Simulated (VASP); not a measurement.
A run of VASP 6.6.1 is set up as follows.

INCAR

```
SYSTEM = Nb
ALGO = Normal
EDIFF = 1E-6
ENCUT = 500
GGA = PS
GGA_COMPAT = .False.
ISIF = 2
ISMEAR = 0
LASPH = .True.
LCHARG = .True.
LELF = .True.
LREAL = .False.
LVHAR = .True.
LWAVE = .False.
NBANDS = 12
NELM = 120
PREC = Accurate
SIGMA = 0.1
```

The input KPOINTS:

```
k-points
0
Gamma
  9 9 9
  0 0 0
```

Contents of POSCAR:

```
Nb
1.0
    0.0000000000      1.9926941919      1.9926941919
    1.9926941919      0.0000000000      1.9926941919
    1.9926941919      1.9926941919      0.0000000000
Nb
1
Direct
    0.0000000000      0.0000000000      0.0000000000
```

Potentials or basis: VASP PAW PBE potentials, release 64 (Nb_sv).

Launch:

```console
$ cat potpaw_PBE.64/Nb_sv/POTCAR > POTCAR
$ mpirun -np 1 vasp_std > vasp.out
```

Task: Estimate the pressure.

Result: 29.7 GPa.

Task: What does it give for the band gap on the k mesh?

Result: Zero (an odd number of electrons rules out a gap without spin polarisation).

Caveat: the cell stands under pressure; the PAW data sets were made with another functional, which shifts forces and pressure a little.
